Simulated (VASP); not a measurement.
Input of a VASP 6.6.1 run:

The input INCAR:

```
SYSTEM = PtS2
ALGO = Normal
EDIFF = 1E-6
ENCUT = 500
GGA = PS
GGA_COMPAT = .FALSE.
ISIF = 2
ISMEAR = -1
LASPH = .TRUE.
LCHARG = .TRUE.
LMAXMIX = 4
LORBIT = 11
LORBMOM = .TRUE.
LREAL = .FALSE.
LSORBIT = .TRUE.
LVHAR = .TRUE.
LWAVE = .FALSE.
MAGMOM = 0 0 0 0 0 0 0 0 0
NBANDS = 35
NELM = 200
PREC = Accurate
SIGMA = 0.2
```

Contents of KPOINTS:

```
k-points
0
G
  9 9 6
  0 0 0
```

The input POSCAR:

```
PtS2
1.0
    3.5432000000      0.0000000000      0.0000000000
   -1.7716000000      3.0685010000      0.0000000000
    0.0000000000      0.0000000000      5.0388000000
Pt S
1 2
Direct
    0.0000000000      0.0000000000      0.0000000000
    0.3333333333      0.6666666667      0.2270000000
    0.6666666667      0.3333333333      0.7730000000
```

Potentials or basis: VASP PAW PBE potentials, release 64 (Pt, S).

Launch:

```sh
$ cat potpaw_PBE.64/Pt/POTCAR potpaw_PBE.64/S/POTCAR > POTCAR
$ mpirun -np 1 vasp_ncl > vasp.out
```

(1) Predict the net moment.

(2) Predict the largest force.

Answers

(1) 0.00 μB per cell.

(2) 0.983 eV/Å.

Caveat: the PAW data sets were made with another functional, which shifts forces and pressure a little.
